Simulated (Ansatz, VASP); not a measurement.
**Si5Ge in VASP and in Ansatz**

```
Si Ge
1.0
     4.98591    0.00000    0.00000
    -2.49295    4.31792    0.00000
     0.00000    0.00000    4.31782
Si Ge
5 1
Direct
  0.36881 0.36881 0.00000
  0.00000 0.63119 0.00000
  0.63119 0.00000 0.00000
  0.66667 0.33333 0.50000
  0.33333 0.66667 0.50000
  0.00000 0.00000 0.50000
```

Alike in both runs: task relaxation of cell and atoms; functional PBE; k mesh 12 × 12 × 10; occupations gaussian, width 0.1 eV; no spin polarisation.

|  | VASP | Ansatz |
| --- | --- | --- |
| version | VASP 6.6.1 | Ansatz 0.2.0 |
| potentials or method | VASP PAW PBE potentials, release 64 (Si, Ge_d), cutoff 600 eV | scalar-relativistic, plane waves, PAW |
| valence electrons in the cell | 34 | 34 |

VASP gave:

```
gap on the k mesh at the Fermi level, each at its own relaxed structure (eV) : none
relaxed volume (Å³/atom)                                                     : 15.43
relaxed cell length with the largest relative difference (Å)                 : 4.434
```

Which values does Ansatz return?

gap on the k mesh at the Fermi level, each at its own relaxed structure (eV): none; relaxed volume (Å³/atom): 15.43; relaxed cell length with the largest relative difference (Å): 4.436.

A gap of «none» marks a metal or a gap that the smearing closes.
